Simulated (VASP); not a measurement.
Runs of VASP 6.6.1 on Ta. The structure is that of space group Im-3m (No. 229), or close to it. The cells are those of the table. 

```tsv
cell	gap on the mesh (eV)	pressure (GPa)
a = 2.782 Å, angles 109.5°, 1 atom	none	13.8
a = 2.860 Å, angles 109.5°, 1 atom	none	(b)
a = 2.821 Å, angles 109.5°, 1 atom	none	3.7
a = 2.934 Å, angles 109.5°, 1 atom	none	(a)
a = 2.898 Å, angles 109.5°, 1 atom	none	-11.1
```

Alike in all rows: task single point; level PBEsol; potentials or basis VASP PAW PBE potentials, release 64 (Ta_pv); no spin polarisation; k mesh 12 × 12 × 12; cutoff (eV) 520; smearing fermi-dirac 0.05 eV.

Task: Fill in the values left out.

Result: (a) -16.6; (b) -4.5.

Caveats: the PAW data sets were made with another functional, which shifts forces and pressure a little; spin-orbit coupling is left out, which moves the levels of the heavy elements.

A k mesh can miss the band edges, and the runs leave out spin-orbit coupling on Ta.

A gap of «none» marks levels without a gap at the run's occupations.
